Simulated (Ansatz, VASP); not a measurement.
## Ti3S2 in VASP and in Ansatz

```
Ti S
1.0
     2.74881    1.58703    3.28023
    -2.74881    1.58703    3.28023
     0.00000   -3.17406    3.28023
Ti S
3 2
Direct
  0.33565 0.66434 0.00000
  0.66434 0.00000 0.33565
  0.00000 0.33565 0.66434
  0.83216 0.83216 0.83216
  0.16784 0.16784 0.16784
```

Alike in both runs: task single point; functional PBEsol; k mesh 6 × 6 × 6; no spin polarisation.

```csv
,VASP,Ansatz
version,VASP 6.6.1,Ansatz 0.2.0
potentials or method,"VASP PAW PBE potentials, release 64 (Ti_sv, S), cutoff 520 eV","plane waves, PAW"
occupations,"methfessel-paxton of order 1, width 0.05 eV","cold, width 0.05 eV"
valence electrons in the cell,48,48
```

Ansatz gave:

* pressure (GPa): -8.8
* traceless stress, the component that is largest in VASP (GPa): -0.84

Problem. What did VASP give for the same quantities?

Solution. Pressure (GPa): -8.6; traceless stress, the component that is largest in VASP (GPa): -0.80.

VASP's potentials were made for PBE, not for PBEsol. Ansatz's warnings: structure snapped to symmetry.
